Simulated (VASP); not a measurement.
Wanted: the native input for a VASP 6.6.1 run.

| Quantity | Value |
| --- | --- |
| Task | single point |
| Functional | PBE |
| Potentials or basis | VASP PAW PBE potentials, release 64 (Ti_sv, B) |
| Cutoff | 520 eV |
| k mesh | 10 × 10 × 10 |
| Occupations | gaussian, width 0.1 eV |
| Spin | no spin polarisation |
| Dipole correction | no |
| Further INCAR settings | ALGO = Normal; EDIFF = 1e-06; NBANDS = 24 |

The structure of Ti2B3 lies in POSCAR:

```
Ti2B3
1.0
    3.9477107596      0.0000000000      0.0000000000
    0.0000000000      3.9477107596      0.0000000000
    0.0000000000      0.0000000000      3.9477107596
Ti B
2 3
Direct
    0.0000000000      0.0000000000      0.0000000000
    0.5000000000      0.5000000000      0.5000000000
    0.5000000000      0.0000000000      0.0000000000
    0.0000000000      0.5000000000      0.0000000000
    0.0000000000      0.0000000000      0.5000000000
```

The cell was built from a structure type or drawn by symmetry, and may not be a known phase.

These files were run (other wordings do the same):

INCAR

```
PREC = Accurate
ENCUT = 520
EDIFF = 1E-6
ISMEAR = 0
SIGMA = 0.1
LREAL = False
LASPH = True
NELM = 80
ALGO = Normal
ISIF = 2
LWAVE = False
LCHARG = False
GGA = PE
NBANDS = 24
```

KPOINTS

```
regular mesh
0
Gamma
  10 10 10
```

Potentials or basis: VASP PAW PBE potentials, release 64 (Ti_sv, B).

The run is started by

```bash
$ cat potpaw_PBE.64/Ti_sv/POTCAR potpaw_PBE.64/B/POTCAR > POTCAR
$ mpirun -np 1 vasp_std > vasp.out
```

It gave:

```json
{
  "Pressure": "-0.2 GPa",
  "Band gap on the k mesh": "zero (an odd number of electrons rules out a gap without spin polarisation)"
}
```

Run time: 2.6 min on 1 thread of Intel Xeon 8259CL (shared host), peak memory 0.21 GiB.
